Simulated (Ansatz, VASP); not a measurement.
# One calculation of BAs, two programs

The input INCAR:

```
SYSTEM = BAs
PREC = Accurate
ENCUT = 520
EDIFF = 1E-6
ISMEAR = -1
SIGMA = 0.03
LREAL = .FALSE.
LASPH = .TRUE.
NELM = 100
ALGO = Normal
ISIF = 2
LWAVE = .FALSE.
LCHARG = .TRUE.
GGA = CA
LELF = .TRUE.
LVHAR = .TRUE.
NBANDS = 11
```

The input KPOINTS:

```
regular mesh
0
G
  15 15 15
  0 0 0
```

POSCAR

```
BAs
1.0
    0.0000000000      2.3885000000      2.4362700000
    2.3885000000      0.0000000000      2.4362700000
    2.3885000000      2.3885000000      0.0000000000
B As
1 1
Direct
    0.0000000000      0.0000000000      0.0000000000
    0.7500000000      0.7500000000      0.7500000000
```

Input for Ansatz:

```yaml
crystal:
  lattice:
    - [0.0, 2.3885, 2.43627]
    - [2.3885, 0.0, 2.43627]
    - [2.3885, 2.3885, 0.0]
  atoms:
    - { symbol: B, position: [0.0, 0.0, 0.0] }
    - { symbol: As, position: [0.75, 0.75, 0.75] }
kpoints:
  mp_grid: { grid: [15, 15, 15] }
  band_path:
    path:
      - [0.0, 0.0, 0.0]
      - [0.5, 0.0, 0.5]
      - [0.75, 0.25, 0.5]
      - [0.5, 0.5, 0.5]
      - [0.0, 0.0, 0.0]
      - [0.5, 0.5, 0.0]
      - [0.6298539023, 0.6298539023, 0.2597078047]
      - [0.3701460977, 0.3701460977, 0.7402921953]
      - [0.0, 0.0, 0.0]
    npoints: 5
scf:
  occupations: { method: fermi_dirac, width: 0.03 }
hamiltonian:
  xc: lda
  pseudopotentials: { kind: all_electron, lapw: { basis_error: 0.00025 } }
output:
  forces: true
  stress: true
  eigenvalues: true
```

Change from the starting cell: zz strain of +2 %.

Alike in both runs: task single point; functional LDA; k mesh 15 × 15 × 15; occupations fermi-dirac, width 0.03 eV; no spin polarisation.

|  | VASP | Ansatz |
| --- | --- | --- |
| version | VASP 6.6.1 | Ansatz 0.2.0 |
| potentials or method | VASP PAW LDA potentials, release 64 (B, As), cutoff 520 eV | all-electron LAPW, scalar-relativistic |

|  | VASP | Ansatz | Ansatz less VASP |
| --- | --- | --- | --- |
| pressure (GPa) | -5.6 | -6.4 | -0.76 |
| traceless stress, the component that is largest in VASP (GPa) | -2.77 | -2.78 | -0.013 |

LDA's correlation is that of Perdew and Zunger in VASP and of Perdew and Wang (1992) in Ansatz. Ansatz ran all-electron here, and VASP with PAW potentials.
